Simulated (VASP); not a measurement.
# MnS (F-43m) in VASP: further runs, part 2 of 2

VASP 6.6.1. Earlier steps stand in the parts before.

### Step 5. Single point, r2SCAN, collinear spin, ferromagnetic start

This run uses another cell than the first one, of 15.13 Å³/atom, 1.021 times its volume.

The input, POSCAR:

```
MnS
1.0
    0.0000000000      2.4734634191      2.4734634191
    2.4734634191      0.0000000000      2.4734634191
    2.4734634191      2.4734634191      0.0000000000
Mn S
1 1
Direct
    0.0000000000      0.0000000000      0.0000000000
    0.7500000000      0.7500000000      0.7500000000
```

The input, INCAR.step1:

```
PREC     = Accurate       # precision mode
ENCUT    = 520            # plane-wave cutoff, eV
ISMEAR   = -1             # smearing method
SIGMA    = 0.05           # smearing width, eV
LREAL    = F              # projectors in reciprocal space
LASPH    = T              # aspherical terms in the spheres
NELM     = 150            # most SCF steps
ISPIN    = 2              # spin polarisation
MAGMOM   = 4 0            # initial moments
LMAXMIX  = 4              # l up to which the mixer works
NBANDS   = 20             # bands
GGA      = PE             # functional
ALGO     = Normal         # electronic algorithm
EDIFF    = 1E-4           # SCF threshold, eV
LWAVE    = T              # write WAVECAR
LCHARG   = F              # write CHGCAR
```

The input, INCAR.step2:

```
PREC     = Accurate       # precision mode
ENCUT    = 520            # plane-wave cutoff, eV
EDIFF    = 1E-6           # SCF threshold, eV
ISMEAR   = -1             # smearing method
SIGMA    = 0.05           # smearing width, eV
LREAL    = F              # projectors in reciprocal space
LASPH    = T              # aspherical terms in the spheres
NELM     = 150            # most SCF steps
ALGO     = Normal         # electronic algorithm
ISIF     = 2              # what is computed and relaxed
LWAVE    = F              # write WAVECAR
LCHARG   = F              # write CHGCAR
ISPIN    = 2              # spin polarisation
MAGMOM   = 4 0            # initial moments
LORBIT   = 11             # projections on sites
LMAXMIX  = 4              # l up to which the mixer works
METAGGA  = R2SCAN         # meta-GGA
LMIXTAU  = T            
NBANDS   = 20             # bands
ISTART   = 1
```

The input, KPOINTS:

```
regular mesh
0
Gamma
  9 9 9
```

The run is started by

```console
> cat potpaw_PBE.64/Mn_pv/POTCAR potpaw_PBE.64/S/POTCAR > POTCAR
> cp INCAR.step1 INCAR
> mpirun -np 1 vasp_std > vasp.out
> cp INCAR.step2 INCAR
> mpirun -np 1 vasp_std > vasp.out
```

Run time: 2.1 min. Hardware: 1 thread of Intel Xeon 6975P-C (Granite Rapids), shared host; peak memory 0.19 GiB.

It converged, with:

```yaml
Free_energy: -23.2010 eV
Pressure: 1.2 GPa
Net_moment: 0.00 μB per cell
Valence_electrons_inside_the_program's_atomic_spheres: Mn 12.05; S 3.77
```

Levels at points of the mesh, in eV from the Fermi level:
Spin up:
```
           k point  band 5  band 6  band 7  band 8  band 9  band 10  band 11  band 12  band 13  band 14
(0.00, 0.00, 0.00)   -4.92   -4.92   -4.92   -0.93   -0.93     3.98     3.98     3.98     4.34     8.31
```
Spin down:
```
           k point  band 5  band 6  band 7  band 8  band 9  band 10  band 11  band 12  band 13  band 14
(0.00, 0.00, 0.00)   -4.92   -4.92   -4.92   -0.93   -0.93     3.99     3.99     3.99     4.34     8.31
```

Caveat: the starting moments collapsed, and a magnetic state may lie lower; the PAW data sets were made with another functional, which shifts forces and pressure a little; semilocal functionals often make such compounds metallic where correlation or magnetic order opens a gap, which also shifts bond lengths. With open d or f shells a metallic result of r2SCAN can be an artefact of self-interaction; +U or a hybrid may open a gap.

### Step 6. Single point, PBEsol, collinear spin, ferromagnetic start (volume scaled by 0.96)

The input, INCAR:

```
ALGO = Normal ; EDIFF = 1E-7
ENCUT = 520 ; GGA = PS
ISIF = 2 ; ISMEAR = -1
ISPIN = 2 ; LASPH = T
LCHARG = F ; LMAXMIX = 4
LORBIT = 11 ; LREAL = F
LWAVE = F ; MAGMOM = 4 0
NBANDS = 20 ; NELM = 150
PREC = Accurate ; SIGMA = 0.05
```

The input, KPOINTS:

```
k-points
0
Gamma
  9 9 9
```

The input, POSCAR:

```
MnS
1.0
    0.0000000000      2.4400341398      2.4400341398
    2.4400341398      0.0000000000      2.4400341398
    2.4400341398      2.4400341398      0.0000000000
Mn S
1 1
Direct
    0.0000000000      0.0000000000      0.0000000000
    0.7500000000      0.7500000000      0.7500000000
```

Potentials or basis: VASP PAW PBE potentials, release 64 (Mn_pv, S).

The run is started by

```console
> cat potpaw_PBE.64/Mn_pv/POTCAR potpaw_PBE.64/S/POTCAR > POTCAR
> mpirun -np 1 vasp_std > vasp.out
```

Run time: 36 s. Hardware: 1 thread of Intel Xeon Platinum 8488C (Sapphire Rapids), shared host; peak memory 0.18 GiB.

The run converged. Its results:

```yaml
Free_energy: -14.7723 eV
Pressure: 3.4 GPa
Net_moment: 0.18 μB per cell
Site_moments: Mn +0.17; S -0.00 μB
Valence_electrons_inside_the_program's_atomic_spheres: Mn 12.13; S 3.74
```

Levels at points of the mesh, in eV from the Fermi level:
Spin up:
```tsv
k point	band 7	band 8	band 9	band 10	band 11	band 12	band 13	band 14
(0.00, 0.00, 0.00)	-4.85	-0.89	-0.89	3.92	3.92	3.92	3.95	8.04
```
Spin down:
| k point | band 5 | band 6 | band 7 | band 8 | band 9 | band 10 | band 11 | band 12 | band 13 | band 14 |
| --- | --- | --- | --- | --- | --- | --- | --- | --- | --- | --- |
| (0.00, 0.00, 0.00) | -4.81 | -4.81 | -4.81 | -0.70 | -0.70 | 3.97 | 3.99 | 3.99 | 3.99 | 8.08 |

Caveat: the cell differs from its parent crystal (volume scaled by 0.96); the PAW data sets were made with another functional, which shifts forces and pressure a little; the moment fell far below its start of 4 μB, so a state of higher moment may lie lower in energy; semilocal functionals often make such compounds metallic where correlation or magnetic order opens a gap, which also shifts bond lengths.

### Step 7. The runs side by side

```csv
level,spin,fixed moment (μB),cell,smearing,gap on the mesh (eV),pressure (GPa),moment (μB)
PBEsol,"collinear, ferromagnetic start",-,"a = 3.473 Å, angles 60.0°, 2 atoms",fermi-dirac 0.05 eV,none,0.3,0.21
BLYP+D3(BJ),"collinear, zero start",0.0,"a = 3.498 Å, angles 60.0°, 2 atoms",fermi-dirac 0.1 eV,-,-1.3,0.00
PBEsol,"collinear, ferromagnetic start",-,"a = 3.451 Å, angles 60.0°, 2 atoms",fermi-dirac 0.05 eV,none,3.4,0.18
```

Alike in all rows: task single point; potentials or basis VASP PAW PBE potentials, release 64 (Mn_pv, S); k mesh 9 × 9 × 9; cutoff (eV) 520.

Caveats: the PAW data sets were made with another functional, which shifts forces and pressure a little; the moment fell far below its start of 4 μB, so a state of higher moment may lie lower in energy (some runs); semilocal functionals often make such compounds metallic where correlation or magnetic order opens a gap, which also shifts bond lengths (some runs); the total moment is fixed, so each spin has its own Fermi level (some runs).

Absolute energies hang on the potentials; compare differences alone.
